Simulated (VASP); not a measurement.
A run of VASP 6.6.1:

File POSCAR:

```
TiN
1.0
    0.0000000000      2.1162487664      2.1162487664
    2.1162487664      0.0000000000      2.1162487664
    2.1162487664      2.1162487664      0.0000000000
Ti N
1 1
Direct
    0.0000000000      0.0000000000      0.0000000000
    0.5000000000      0.5000000000      0.5000000000
```

Contents of INCAR.step1:

```
SYSTEM = TiN
  PREC = Accurate
  ENCUT = 520
  ISMEAR = 0
  SIGMA = 0.1
  LREAL = .FALSE.
  LASPH = .TRUE.
  NELM = 100
  NBANDS = 16
  GGA = PE
  ALGO = Normal
  EDIFF = 1E-4
  LWAVE = .TRUE.
  LCHARG = .FALSE.
```

Contents of INCAR.step2:

```
SYSTEM = TiN
  PREC = Accurate
  ENCUT = 520
  EDIFF = 1E-7
  ISMEAR = 0
  SIGMA = 0.1
  LREAL = .FALSE.
  LASPH = .TRUE.
  NELM = 100
  ALGO = Normal
  ISIF = 2
  LWAVE = .FALSE.
  LCHARG = .TRUE.
  METAGGA = R2SCAN
  LMIXTAU = .TRUE.
  LELF = .TRUE.
  LVHAR = .TRUE.
  NBANDS = 16
  ISTART = 1
```

File KPOINTS:

```
Automatic mesh
0
G
  22 22 22
  0 0 0
```

Potentials or basis: VASP PAW PBE potentials, release 64 (Ti_sv, N).

Command:

```bash
$ cat potpaw_PBE.64/Ti_sv/POTCAR potpaw_PBE.64/N/POTCAR > POTCAR
$ cp INCAR.step1 INCAR
$ mpirun -np 1 vasp_std > vasp.out
$ cp INCAR.step2 INCAR
$ mpirun -np 1 vasp_std > vasp.out
```

Hardware: 1 thread of Intel Xeon 8259CL, on a shared host.

Question: How long does it take, and how much memory?

Answer: Wall time 6.1 min on 1 thread of Intel Xeon 8259CL (shared host), peak memory 0.23 GiB. Counts: k points 328.
